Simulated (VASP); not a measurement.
Set up this calculation in VASP 6.6.1, as the native input.

| Property | Result |
| --- | --- |
| Task | single point |
| Functional | LDA |
| Potentials or basis | VASP PAW LDA potentials, release 64 (In_d) |
| Cutoff | 520 eV |
| k mesh | 12 × 12 × 7 |
| Occupations | fermi-dirac, width 0.1 eV |
| Spin | no spin polarisation |
| Dipole correction | no |
| Further INCAR settings | ALGO = Normal; EDIFF = 1e-06; NBANDS = 20 |

The structure of In lies in POSCAR:

```
In
1.0
    3.1367842478      0.0000000000      0.0000000000
   -1.5683921239      2.7165348448      0.0000000000
    0.0000000000      0.0000000000      5.1068905703
In
2
Direct
    0.3333333333      0.6666666667      0.2500000000
    0.6666666667      0.3333333333      0.7500000000
```

This isn't the form of In at room conditions, which is tetragonal.

The input as run:

INCAR

```
SYSTEM = In
PREC = Accurate
ENCUT = 520
EDIFF = 1E-6
ISMEAR = -1
SIGMA = 0.1
LREAL = .False.
LASPH = .True.
NELM = 80
ALGO = Normal
ISIF = 2
LWAVE = .False.
LCHARG = .False.
NBANDS = 20
```

KPOINTS

```
Automatic mesh
0
Gamma
  12 12 7
  0 0 0
```

Potentials or basis: VASP PAW LDA potentials, release 64 (In_d).

The run is started by

```bash
$ cat potpaw_LDA.64/In_d/POTCAR > POTCAR
$ mpirun -np 1 vasp_std > vasp.out
```

It gave:

```yaml
Pressure: 8.8 GPa
Band_gap_on_the_k_mesh: zero (bands 13 and 14 overlap by 5.89 eV)
```

Caveat: the cell stands under pressure; spin-orbit coupling is left out, which moves the levels of the heavy elements.

Wall time 57 s on 1 thread of Intel Xeon 8259CL, on a shared host, peak memory 0.17 GiB.
